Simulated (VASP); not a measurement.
Wanted: the native input for a VASP 6.6.1 run.

| Quantity | Value |
| --- | --- |
| Task | single point |
| Functional | PBE |
| Potentials or basis | VASP PAW PBE potentials, release 64 (In_d, O) |
| Cutoff | 520 eV |
| k mesh | 6 × 6 × 4 |
| Occupations | gaussian, width 0.1 eV |
| Spin | collinear spin, ferromagnetic start |
| Starting moments | [0.0, 0.0, 0.0, 1.0, 1.0] μB |
| Dipole correction | no |
| Further INCAR settings | ALGO = Normal; EDIFF = 1e-06; NBANDS = 38 |

The structure of In3O2 lies in POSCAR:

```
In3O2
1.0
    4.3763313500      0.0000000000      0.0000000000
   -2.1881656800      3.7900141300      0.0000000000
    0.0000000000      0.0000000000      5.3739763200
In O
3 2
Direct
    0.0000000000      0.0000000000      0.7454000100
    0.0000000000      0.0000000000      0.2545999900
    0.6666666700      0.3333333300      0.0000000000
    0.6666666700      0.3333333300      0.5000000000
    0.3333333300      0.6666666700      0.0000000000
```

The cell was built from a structure type or drawn by symmetry, and may not be a known phase.

The input as run:

INCAR

```
ALGO = Normal
EDIFF = 1E-6
ENCUT = 520
GGA = PE
ISIF = 2
ISMEAR = 0
ISPIN = 2
LASPH = True
LCHARG = False
LORBIT = 11
LREAL = False
LWAVE = False
MAGMOM = 0 0 0 1 1
NBANDS = 38
NELM = 150
PREC = Accurate
SIGMA = 0.1
```

KPOINTS

```
k-points
0
Gamma
  6 6 4
```

Potentials or basis: VASP PAW PBE potentials, release 64 (In_d, O).

The run is started by

```sh
$ cat potpaw_PBE.64/In_d/POTCAR potpaw_PBE.64/O/POTCAR > POTCAR
$ mpirun -np 1 vasp_std > vasp.out
```

It gave:

```yaml
Pressure: 6.7 GPa
Largest_force: 1.781 eV/Å
Net_moment: 0.00 μB per cell
Valence_electrons_inside_the_program's_atomic_spheres: In 11.42, 11.37 (each value once); O 4.79, 4.84
```

Caveat: the cell stands under pressure; forces of over 1 eV/Å act on the atoms, so gaps and moduli don't describe the material at rest.

Run time: 110 s on 1 thread of Intel(R) Xeon(R) 6975P-C (Granite Rapids) (shared host), peak memory 0.31 GiB.
